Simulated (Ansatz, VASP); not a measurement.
Two plane-wave programs on In

```xyz
1
Lattice="-1.6297 1.6297 2.4929 1.6297 -1.6297 2.4929 1.6297 1.6297 -2.4929" Properties=species:S:1:pos:R:3 pbc="T T T"
In    0.0000    0.0000    0.0000
```

Alike in both runs: task relaxation of cell and atoms; functional PBE; dispersion D3(BJ); k mesh 18 × 18 × 18; occupations gaussian, width 0.1 eV; no spin polarisation.

|  | VASP | Ansatz |
| --- | --- | --- |
| version | VASP 6.6.1 | Ansatz 0.2.0 |
| potentials or method | VASP PAW PBE potentials, release 64 (In_d), cutoff 600 eV | scalar-relativistic, plane waves, PAW |
| valence electrons in the cell | 13 | 13 |

Ansatz gave:

- gap on the k mesh at the Fermi level, each at its own relaxed structure (eV): none
- relaxed volume (Å³/atom): 26.01
- relaxed cell length with the largest relative difference (Å): 3.388

Question: What did VASP give for the same quantities?

Answer: gap on the k mesh at the Fermi level, each at its own relaxed structure (eV): none; relaxed volume (Å³/atom): 26.04; relaxed cell length with the largest relative difference (Å): 3.391.

A gap of «none» marks a metal or a gap that the smearing closes.
